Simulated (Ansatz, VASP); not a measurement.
Ag in VASP and in Ansatz

```xyz
1
Lattice="0.0000 2.0782 2.0782 2.0782 0.0000 2.0782 2.0782 2.0782 0.0000" Properties=species:S:1:pos:R:3 pbc="T T T"
Ag    0.0000    0.0000    0.0000
```

Alike in both runs: task relaxation of cell and atoms; functional PBE; k mesh 18 × 18 × 18; occupations gaussian, width 0.1 eV; no spin polarisation.

|  | VASP | Ansatz |
| --- | --- | --- |
| version | VASP 6.6.1 | Ansatz 0.2.0 |
| potentials or method | VASP PAW PBE potentials, release 64 (Ag), cutoff 600 eV | scalar-relativistic, plane waves, PAW |
| valence electrons in the cell | 11 | 19 |

```csv
,VASP,Ansatz,Ansatz less VASP
"gap on the k mesh at the Fermi level, each at its own relaxed structure (eV)",none,none,-
relaxed volume (Å³/atom),17.80,17.83,+0.035
relaxed cell length with the largest relative difference (Å),2.931,2.933,+0.0019
```

A gap of «none» marks a metal or a gap that the smearing closes. VASP's potentials hold 11 valence electrons a cell and Ansatz's 19, so a difference there can come from the potentials and not from the codes.
